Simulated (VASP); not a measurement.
A run of VASP 6.6.1 is set up as follows.

INCAR

```
PREC = Accurate
ENCUT = 520
EDIFF = 1E-6
ISMEAR = -1
SIGMA = 0.08
LREAL = False
LASPH = True
NELM = 60
ALGO = Normal
ISIF = 2
LWAVE = False
LCHARG = True
GGA = CA
LELF = True
LVHAR = True
NBANDS = 15
```

KPOINTS

```
regular mesh
0
Gamma
  12 12 12
```

The input POSCAR:

```
Al2Pt
1.0
    0.0295500000      2.9697750000      2.9697750000
    2.9697750000      0.0295500000      2.9697750000
    2.9697750000      2.9697750000      0.0295500000
Al Pt
2 1
Direct
    0.2500000000      0.2500000000      0.2500000000
    0.7500000000      0.7500000000      0.7500000000
    0.0000000000      0.0000000000      0.0000000000
```

Potentials or basis: VASP PAW LDA potentials, release 64 (Al, Pt).

Run with:

```bash
$ cat potpaw_LDA.64/Al/POTCAR potpaw_LDA.64/Pt/POTCAR > POTCAR
$ mpirun -np 1 vasp_std > vasp.out
```

(1) What does it give for the largest force?

(2) What does it give for the band gap on the k mesh?

(3) Estimate the pressure.

## Answers

(1) 0.122 eV/Å.

(2) zero (band 8 reaches 11.43 eV, above the bottom of band 9 at 6.19 eV).

(3) -3.5 GPa.

Caveat: the cell differs from its parent crystal (equal xy, yz and zx shear strains of +1 %); spin-orbit coupling is left out, which moves the levels of the heavy elements.
